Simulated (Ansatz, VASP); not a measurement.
Ta in VASP and in Ansatz

File INCAR:

```
ALGO = Normal
EDIFF = 1E-6
ENCUT = 520
GGA = PE
ISIF = 2
ISMEAR = 0
LASPH = True
LCHARG = False
LREAL = False
LWAVE = False
NBANDS = 12
NELM = 100
PREC = Accurate
SIGMA = 0.024
```

The input KPOINTS:

```
k-points
0
Gamma
  11 11 11
```

File POSCAR:

```
Ta
1.0
   -1.6512800000      1.6512800000      1.6512800000
    1.6512800000     -1.6512800000      1.6512800000
    1.6512800000      1.6512800000     -1.6512800000
Ta
1
Direct
    0.0000000000      0.0000000000      0.0000000000
```

input.yaml

```yaml
crystal:
  lattice:
    - [-1.65128, 1.65128, 1.65128]
    - [1.65128, -1.65128, 1.65128]
    - [1.65128, 1.65128, -1.65128]
  atoms:
    - { symbol: Ta, position: [0.0, 0.0, 0.0] }
kpoints:
  mp_grid: { grid: [11, 11, 11] }
scf:
  occupations: { method: gaussian, width: 0.024 }
hamiltonian:
  xc: pbe
  pseudopotentials: { kind: all_electron, lapw: { basis_error: 0.001 } }
output:
  forces: true
  stress: true
  eigenvalues: true
```

Alike in both runs: task single point; functional PBE; k mesh 11 × 11 × 11; occupations gaussian, width 0.024 eV; no spin polarisation.

```csv
,VASP,Ansatz
version,VASP 6.6.1,Ansatz 0.2.0
potentials or method,"VASP PAW PBE potentials, release 64 (Ta_pv), cutoff 520 eV","all-electron LAPW, scalar-relativistic"
```

```tsv
	VASP	Ansatz	Ansatz less VASP
gap on the k mesh at the Fermi level (eV)	none	none	-
pressure (GPa)	2.2	2.1	-0.16
```

A gap of «none» marks a metal or a gap that the smearing closes. Ansatz ran all-electron here, and VASP with PAW potentials.

Spin-orbit coupling is off throughout.
